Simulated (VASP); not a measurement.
Si2Ni:

```
Ni Si
1.0
     0.00000    2.70300    2.70300
     2.70300    0.00000    2.70300
     2.70300    2.70300    0.00000
Ni Si
1 2
Cartesian
  0.0000 0.0000 0.0000
  4.0545 4.0545 4.0545
  1.3515 1.3515 1.3515
```

* Program: VASP 6.6.1
* Task: relaxation of cell and atoms
* Functional: revPBE
* Dispersion: D3(BJ)
* Potentials or basis: VASP PAW PBE potentials, release 64 (Ni, Si)
* Cutoff: 600 eV
* k mesh: 9 × 9 × 9
* Occupations: fermi-dirac, width 0.05 eV
* Spin: collinear spin, ferromagnetic start
* Starting moments: [1.0, 0.0, 0.0] μB

At the start: pressure -5.4 GPa; volume 13.17 Å³/atom.

Q: Where does the relaxation end?

A: Over 3 steps the energy falls by 8.1 meV/atom and the volume is 12.70 Å³/atom (-3.5 %); space group Fm-3m (No. 225, to 0.05 Å); moment 0.00 μB per cell.

The path:
| step | energy change (eV) | largest force (eV/Å) | pressure (GPa) | volume (Å³) |
| --- | --- | --- | --- | --- |
| 1 | 0.0000 | 0.0000 | -5.39 | 39.50 |
| 2 | -0.0086 | 0.0000 | 4.81 | 37.02 |
| 3 | -0.0242 | 0.0000 | -0.05 | 38.10 |

Final structure:
```cif
data_structure
_symmetry_space_group_name_H-M 'P 1'
_symmetry_Int_Tables_number 1
_cell_length_a 3.7769
_cell_length_b 3.7769
_cell_length_c 3.7769
_cell_angle_alpha 60.000
_cell_angle_beta 60.000
_cell_angle_gamma 60.000
_cell_volume 38.10
loop_
_atom_site_label
_atom_site_type_symbol
_atom_site_fract_x
_atom_site_fract_y
_atom_site_fract_z
_atom_site_occupancy
Ni1 Ni 0.00000 0.00000 0.00000 1
Si1 Si 0.75000 0.75000 0.75000 1
Si2 Si 0.25000 0.25000 0.25000 1
```

Caveat: the PAW data sets were made with another functional, which shifts forces and pressure a little; pairwise dispersion overbinds metals, which lowers pressure and volume.
